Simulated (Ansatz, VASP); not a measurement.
## One calculation of BeRhS3, two programs

```
CELL_PARAMETERS angstrom
4.62021 0.00000 0.00000
0.00000 4.62021 0.00000
0.00000 0.00000 4.62021
ATOMIC_POSITIONS crystal
Be 0.00000 0.00000 0.00000
Rh 0.50000 0.50000 0.50000
S 0.00000 0.50000 0.50000
S 0.50000 0.00000 0.50000
S 0.50000 0.50000 0.00000
```

Change from the starting cell: species swapped into the KCuCl3 type (Pm-3m, No. 221).

Alike in both runs: task relaxation of cell and atoms; functional PBE; k mesh 8 × 8 × 8; occupations gaussian, width 0.1 eV; no spin polarisation.

|  | VASP | Ansatz |
| --- | --- | --- |
| version | VASP 6.6.1 | Ansatz 0.2.0 |
| potentials or method | VASP PAW PBE potentials, release 64 (Be, Rh_pv, S), cutoff 600 eV | scalar-relativistic, plane waves, PAW |
| valence electrons in the cell | 35 | 37 |

|  | VASP | Ansatz | Ansatz less VASP |
| --- | --- | --- | --- |
| gap on the k mesh at the Fermi level, each at its own relaxed structure (eV) | none | none | - |
| relaxed volume (Å³/atom) | 19.67 | 19.70 | +0.033 |
| relaxed length of the cell vector where the two differ most in proportion (Å) | 4.616 | 4.618 | +0.0026 |

A gap of «none» marks a metal or a gap that the smearing closes. VASP's potentials hold 35 valence electrons a cell and Ansatz's 37, so a difference there can come from the potentials and not from the codes.

Noted on VASP's run: too few bands were computed for a metal, which touches its energy and stress.
